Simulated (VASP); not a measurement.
**Nb: relaxation of cell and atoms with PBE-based screened hybrid with 25 % exact exchange**

The system is Nb.

```xyz
1
Lattice="-1.6640 1.6640 1.6640 1.6640 -1.6640 1.6640 1.6640 1.6640 -1.6640" Properties=species:S:1:pos:R:3 pbc="T T T"
Nb    0.0000    0.0000    0.0000
```

- Program: VASP 6.6.1
- Task: relaxation of cell and atoms
- Functional: PBE-based screened hybrid with 25 % exact exchange
- Potentials or basis: VASP PAW PBE potentials, release 64 (Nb_sv)
- Cutoff: 500 eV
- k mesh: 6 × 6 × 6
- Occupations: fermi-dirac, width 0.05 eV
- Spin: no spin polarisation
- Dipole correction: no
- Grid for exact exchange (PRECFOCK): Normal
- Share of exact exchange: 0.25
- Further INCAR settings: ALGO = Normal; EDIFF = 1e-07; IBRION = 2; EDIFFG = -0.01; NSW = 60; ISIF = 3
- Screening parameter: 0.3 1/Å

| Property | Result |
| --- | --- |
| Relaxed volume | 17.44 Å³/atom |
| Relaxed cell | a = 2.829 Å, b = 2.829 Å, c = 2.829 Å, α = 109.47°, β = 109.47°, γ = 109.47° |
| Space group after relaxing (to 0.1 Å) | Im-3m (No. 229) |
| Energy gained by relaxing | 29.5 meV/atom |
| Ionic steps | 4 |
| Pressure after relaxing | -0.1 GPa |
| Band gap on the k mesh | zero (an odd number of electrons rules out a gap without spin polarisation) |

Step by step:
| step | energy change (eV) | largest force (eV/Å) | pressure (GPa) | volume (Å³) |
| --- | --- | --- | --- | --- |
| 1 | 0.0000 | 0.0000 | -8.98 | 18.43 |
| 2 | 0.0706 | 0.0000 | 20.81 | 15.81 |
| 3 | -0.0294 | 0.0000 | -0.45 | 17.48 |
| 4 | -0.0295 | 0.0000 | -0.08 | 17.44 |

Final structure:
```
CELL_PARAMETERS angstrom
-1.63357 1.63357 1.63357
1.63357 -1.63357 1.63357
1.63357 1.63357 -1.63357
ATOMIC_POSITIONS crystal
Nb 0.00000 0.00000 0.00000
```

Levels at points of the mesh, in eV from the Fermi level:
| k point | band 2 | band 3 | band 4 | band 5 | band 6 | band 7 | band 8 | band 9 | band 10 |
| --- | --- | --- | --- | --- | --- | --- | --- | --- | --- |
| (0.00, 0.00, 0.00) | -31.77 | -31.77 | -31.77 | -6.88 | 0.43 | 0.43 | 0.43 | 3.99 | 3.99 |
| (0.50, 0.00, 0.00) | -33.47 | -32.29 | -31.78 | -4.45 | -2.11 | 2.34 | 3.99 | 4.77 | 7.33 |
| (0.50, 0.50, 0.50) | -32.90 | -32.90 | -32.90 | -4.44 | -4.44 | 6.42 | 6.42 | 6.42 | 9.82 |

Wall time 19 min on 1 thread of Intel(R) Xeon(R) 6975P-C (Granite Rapids), on a shared host, peak memory 0.25 GiB.

Caveat: the k points lie up to 0.45 Å⁻¹ apart in the final cell, too coarse for converged energies and pressures of a metal; the PAW data sets were made with another functional, which shifts forces and pressure a little.
